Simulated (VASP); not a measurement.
Crystal: CaO.

```xyz
2
Lattice="0.0000 2.6067 2.6067 2.6067 0.0000 2.6067 2.6067 2.6067 0.0000" Properties=species:S:1:pos:R:3 pbc="T T T"
Ca    0.0000    0.0000    0.0000
O     1.3034    1.3034    1.3034
```

Program: VASP 6.6.1. Alike in all runs: task single point; no spin polarisation; cell as given.

Problem. Order these runs on this cell by their band gap on the k mesh, lowest first.
A. level HSE06; potentials or basis VASP PAW PBE potentials, release 64 (Ca_sv, O); k mesh 2 × 2 × 2; cutoff (eV) 520; smearing gaussian 0.01 eV; grid for exact exchange (PRECFOCK) Normal; share of exact exchange 0.25; screening parameter 0.2079 1/Å
B. level LDA; potentials or basis VASP PAW LDA potentials, release 64 (Ca_sv, O); k mesh 4 × 4 × 4; cutoff (eV) 600; smearing gaussian 0.01 eV
C. level r2SCAN; potentials or basis VASP PAW PBE potentials, release 64 (Ca_sv, O); k mesh 6 × 6 × 6; cutoff (eV) 660; smearing gaussian 0.05 eV
D. level PBE-based screened hybrid with 40 % exact exchange; potentials or basis VASP PAW PBE potentials, release 64 (Ca_sv, O); k mesh 4 × 4 × 4; cutoff (eV) 520; smearing gaussian 0.01 eV; grid for exact exchange (PRECFOCK) Normal; share of exact exchange 0.4; screening parameter 0.1 1/Å

Solution. B (3.14 eV), C (3.74 eV), A (4.81 eV), D (6.18 eV).

Caveats: some runs use coarse meshes; the structure was generated, so it needn't be the stable form of CaO.

A k mesh can miss the band edges.
